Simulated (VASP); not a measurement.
# I (P6_3/mmc) in VASP: a series of runs, part 2 of 2

VASP 6.6.1. Earlier steps stand in the parts before.

## Step 3: Single point, PBEsol

This run uses another cell than the first one, of 24.77 Å³/atom.

Input file INCAR:

```
SYSTEM = I
PREC = Accurate
ENCUT = 520
EDIFF = 1E-6
ISMEAR = -1
SIGMA = 0.05
LREAL = .False.
LASPH = .True.
NELM = 100
ALGO = Normal
ISIF = 2
LWAVE = .False.
LCHARG = .True.
GGA = PS
LELF = .True.
LVHAR = .True.
NBANDS = 14
```

Input file KPOINTS:

```
Automatic mesh
0
Gamma
  8 8 5
  0 0 0
```

Input file POSCAR:

```
I
1.0
    3.0573657641      0.0000000000      0.0000000000
   -1.5286828821      2.6477564204      0.0000000000
    0.0000000000      0.0000000000      6.1195247297
I
2
Direct
    0.3333333333      0.6666666667      0.2500000000
    0.6666666667      0.3333333333      0.7500000000
```

Potentials or basis: VASP PAW PBE potentials, release 64 (I).

On the command line:

```console
$ cat potpaw_PBE.64/I/POTCAR > POTCAR
$ mpirun -np 1 vasp_std > vasp.out
```

OUTCAR:

```text
SYSTEM = I
   PREC = Accurate
   ENCUT = 520
   EDIFF = 1E-6
   ISMEAR = -1
   LREAL = .False.
   LASPH = .True.
   NELM = 100
   ISIF = 2
   GGA = PS

 ion  position               nearest neighbor table
   1  0.333  0.667  0.250-   2 3.53   2 3.53   2 3.53   2 3.53   2 3.53   2 3.53
   2  0.667  0.333  0.750-   1 3.53   1 3.53   1 3.53   1 3.53   1 3.53   1 3.53

  LATTYP: Found a hexagonal cell.
 ALAT       =     3.0573657641
 C/A-ratio  =     2.0015677553

  Lattice vectors:

 A1 = (   3.0573657641,   0.0000000000,   0.0000000000)
 A2 = (  -1.5286828821,   2.6477564204,   0.0000000000)
 A3 = (   0.0000000000,   0.0000000000,   6.1195247297)

Analysis of symmetry for initial positions (statically):
=====================================================================
 Subroutine PRICEL returns:
 Original cell was already a primitive cell.

 Routine SETGRP: Setting up the symmetry group for a
 hexagonal supercell.

 Subroutine GETGRP returns: Found 24 space group operations
 (whereof 12 operations were pure point group operations)
 out of a pool of 24 trial point group operations.

The static configuration has the point symmetry D_3d.
 The point group associated with its full space group is D_6h.

Analysis of symmetry for dynamics (positions and initial velocities):
=====================================================================
 Subroutine PRICEL returns:
 Original cell was already a primitive cell.

 Routine SETGRP: Setting up the symmetry group for a
 hexagonal supercell.

 Subroutine GETGRP returns: Found 24 space group operations
 (whereof 12 operations were pure point group operations)
 out of a pool of 24 trial point group operations.

The dynamic configuration has the point symmetry D_3d.
 The point group associated with its full space group is D_6h.

 Subroutine INISYM returns: Found 24 space group operations
 (whereof 12 operations are pure point group operations),
 and found     1 'primitive' translations

----------------------------------------------------------------------------------------

                                     Primitive cell

  volume of cell :      49.5385

  direct lattice vectors                    reciprocal lattice vectors
     3.057365764  0.000000000  0.000000000     0.327078955  0.188839123  0.000000000
    -1.528682882  2.647756420  0.000000000     0.000000000  0.377678246  0.000000000
     0.000000000  0.000000000  6.119524730     0.000000000  0.000000000  0.163411383

  length of vectors
     3.057365764  3.057365764  6.119524730     0.377678246  0.377678246  0.163411383

  position of ions in fractional coordinates (direct lattice)
     0.333333333  0.666666667  0.250000000
     0.666666667  0.333333333  0.750000000

  ion indices of the primitive-cell ions
   primitive index   ion index
                 1           1
                 2           2

----------------------------------------------------------------------------------------

 KPOINTS: Automatic mesh

[... 28 lines left out ...]
  0.500000  0.000000  0.000000      3.000000
  0.125000  0.125000  0.000000      6.000000
[... 16 lines left out ...]
  0.250000  0.000000  0.400000     12.000000
  0.375000 -0.000000  0.400000     12.000000
 [... further k-points ...]
   k-points           NKPTS =     30   k-points in BZ     NKDIM =     30   number of bands    NBANDS=     14
   number of dos      NEDOS =    301   number of ions     NIONS =      2
   total plane-waves  NPLWV =  27648
   dimension x,y,z NGX =    24 NGY =   24 NGZ =   48
   dimension x,y,z NGXF=    48 NGYF=   48 NGZF=   96
   ions per type =               2
   NGX,Y,Z   is equivalent  to a cutoff of  13.05, 13.05, 13.04 a.u.
   NGXF,Y,Z  is equivalent  to a cutoff of  26.10, 26.10, 26.08 a.u.
 SYSTEM =  I
   PREC   = accura    normal or accurate (medium, high low for compatibility)
   ISTART =      0    job   : 0-new  1-cont  2-samecut
   ICHARG =      2    charge: 1-file 2-atom 10-const
   ISPIN  =      1    spin polarized calculation?
   LNONCOLLINEAR =      F non collinear calculations
   LSORBIT =      F    spin-orbit coupling
   LASPH  =      T    aspherical Exc in radial PAW
   ENCUT  =  520.0 eV  38.22 Ry    6.18 a.u.   5.68  5.68 11.38*2*pi/ulx,y,z
   NELM   =    100;   NELMIN=  2; NELMDL= -5     # of ELM steps
   EDIFF  = 0.1E-05   stopping-criterion for ELM
   LREAL  =      F    real-space projection
   EDIFFG = 0.1E-04   stopping-criterion for IOM
   NSW    =      0    number of steps for IOM
   IBRION =     -1    ionic relax: 0-MD 1-quasi-New 2-CG
   NFREE  =      0    steps in history (QN), initial steepest desc. (CG)
   ISIF   =      2    stress and relaxation
   ISYM   =      2    0-nonsym 1-usesym 2-fastsym
   POTIM  = 0.5000    time-step for ionic-motion
   TEBEG  =    0.0;   TEEND  =   0.0 temperature during run
   PSTRESS=    0.0 pullay stress
   NELECT =      14.0000    total number of electrons
   NUPDOWN=      -1.0000    fix difference up-down
   EMIN   =  10.00;   EMAX   =-10.00  energy-range for DOS
   EFERMI =   0.00;   METHOD = LEGACY
   ISMEAR =    -1;   SIGMA  =   0.05  broadening in eV -4-tet -1-fermi 0-gaus
   EFERMI_NEDOS =   21; number of points for ismear=-14 and -15
   IALGO  =     38    algorithm
   IMIX   =      4    mixing-type and parameters
     AMIX     =   0.40;   BMIX     =  1.00
     AMIX_MAG =   1.60;   BMIX_MAG =  1.00
  volume/ion in A,a.u.               =      24.77       167.15
  Fermi-wavevector in a.u.,A,eV,Ry     =   1.074327  2.030184 15.703550  1.154178
  Thomas-Fermi vector in A             =   2.210152
   LORBIT       =      0    0 simple, 1 ext, 2 COOP (PROOUT), +10 PAW based schemes
   GGA     = PS    functional components
   LHFCALC =     F    Hartree Fock is set to
   AEXX    =    0.0000 exact exchange contribution
   IVDW    =     0    specifies the selected vdW correction
   LEPSILON=     F    determine dielectric tensor
   LRPA    =     F    only Hartree local field effects (RPA)
 non-spin polarized calculation
  energy-cutoff  :      520.00
  volume of cell :       49.54
 maximum number of plane-waves:      1355
 NGX is ok and might be reduce to    24
   NGX = 11   NGY = 11   NGZ = 23

 number of electron      14.0000001 magnetization

 Free energy of the ion-electron system (eV)
  ---------------------------------------------------
  ext. energy  EPLUGINS =         0.00000000
  ---------------------------------------------------
  free energy    TOTEN  =        -2.15351529 eV

  energy without entropy =       -2.14721259  energy(sigma->0) =       -2.15036394

 E-fermi :   9.4020     XC(G=0): -10.8243

 val. band max:        9.3363990822   @ k =   0.2500   0.0000   0.0000
 cond. band min:       9.5041071610   @ k =   0.3750  -0.0000   0.4000
 fundamental gap:      0.1677080788
 Fermi energy:         9.4019718313

 k-point     1 :       0.0000    0.0000    0.0000
  band No.  band energies     occupation
      1      -7.0512      2.00000
      2      -5.5445      2.00000
      3       2.1163      2.00000
      4       8.8417      1.99997
      5      12.0807      0.00000
      6      12.0807      0.00000
      7      12.7007      0.00000
      8      12.7007      0.00000
      9      15.0702      0.00000
     10      18.6261      0.00000
     11      19.9036      0.00000
     12      19.9036      0.00000
     13      20.0821      0.00000
     14      20.7113      0.00000
[... 377 lines left out ...]
      1      -4.0652      2.00000
      2      -3.7004      2.00000
      3       3.2881      2.00000
      4       3.6600      2.00000
      5       6.5246      2.00000
      6       7.8866      2.00000
      7       9.5041      0.22958
      8       9.8783      0.00015
      9      14.3070      0.00000
     10      15.2768      0.00000
     11      15.4047      0.00000
     12      16.3778      0.00000
     13      21.4641      0.00000
     14      21.7471      0.00000

 [... further k-points ...]

------------------------ aborting loop because EDIFF is reached ----------------------------------------

  FORCE on cell =-STRESS in cart. coord.  units (eV):
  Direction    XX          YY          ZZ          XY          YZ          ZX
  --------------------------------------------------------------------------------------
  -------------------------------------------------------------------------------------
  Total        6.1729844      6.1729844      6.2206407     -0.0000000      0.0000000      0.0000000
  in kB      199.6469308    199.6469308    201.1882333     -0.0000000      0.0000000      0.0000000
  external PRESSURE =     200.1606983 kB  Pullay stress =       0.0000000 kB

 VOLUME and BASIS-vectors are now :
 -----------------------------------------------------------------------------
  energy-cutoff  :      520.00
  volume of cell :       49.54
      direct lattice vectors                 reciprocal lattice vectors
     3.057365764  0.000000000  0.000000000     0.327078955  0.188839123  0.000000000
    -1.528682882  2.647756420  0.000000000     0.000000000  0.377678246  0.000000000
     0.000000000  0.000000000  6.119524730     0.000000000  0.000000000  0.163411383

 POSITION                                       TOTAL-FORCE (eV/Angst)
 -----------------------------------------------------------------------------------
     -0.00000      1.76517      1.52988        -0.000000      0.000000      0.000000
      1.52868      0.88259      4.58964         0.000000      0.000000      0.000000
 -----------------------------------------------------------------------------------
    total drift:                                0.000000     -0.000000      0.000000

  FREE ENERGIE OF THE ION-ELECTRON SYSTEM (eV)
  ---------------------------------------------------
  free  energy   TOTEN  =        -2.1535152899 eV

  energy  without entropy=       -2.1472125924  energy(sigma->0) =       -2.15036394
```

stdout:

```text
POSCAR found type information on POSCAR I
 POSCAR found :  1 types and       2 ions
 scaLAPACK will be used
 -----------------------------------------------------------------------------
|                                                                             |
|                                                                             |
|     You enforced a specific xc type in the INCAR file but a different       |
|     I HOPE YOU KNOW WHAT YOU ARE DOING!                                     |
|                                                                             |
 -----------------------------------------------------------------------------

 LDA part: xc-table for (Slater+PW92), standard interpolation
 POSCAR, INCAR and KPOINTS ok, starting setup
 FFT: planning ... GRIDC
 FFT: planning ... GRID_SOFT
 FFT: planning ... GRID
 WAVECAR not read
 entering main loop
```

Wall time 6.7 s (1 thread of Intel Xeon 6975P-C (Granite Rapids), shared host); peak memory 0.17 GiB.

What came out:

```yaml
Free_energy: -2.1535 eV
Pressure: 20.0 GPa
Band_gap_on_the_k_mesh: zero (bands 7 and 8 overlap by 4.78 eV)
```

Levels at points of the mesh, in eV from the Fermi level:
| k point | band 3 | band 4 | band 5 | band 6 | band 7 | band 8 | band 9 | band 10 | band 11 | band 12 |
| --- | --- | --- | --- | --- | --- | --- | --- | --- | --- | --- |
| (0.00, 0.00, 0.00) | -7.29 | -0.56 | 2.68 | 2.68 | 3.30 | 3.30 | 5.67 | 9.22 | 10.50 | 10.50 |
| (0.50, 0.00, 0.00) | -7.48 | -6.77 | -3.37 | -1.47 | -0.59 | 0.65 | 4.99 | 5.29 | 7.09 | 9.00 |

Caveat: the cell stands under pressure; the PAW data sets were made with another functional, which shifts forces and pressure a little; spin-orbit coupling is left out, which moves the levels of the heavy elements; this functional lacks dispersion, which binds layers or chains, so the pressure and a relaxed spacing across them are unreliable.

The gap in the log of VASP goes by the Fermi energy; the results here count the filled bands.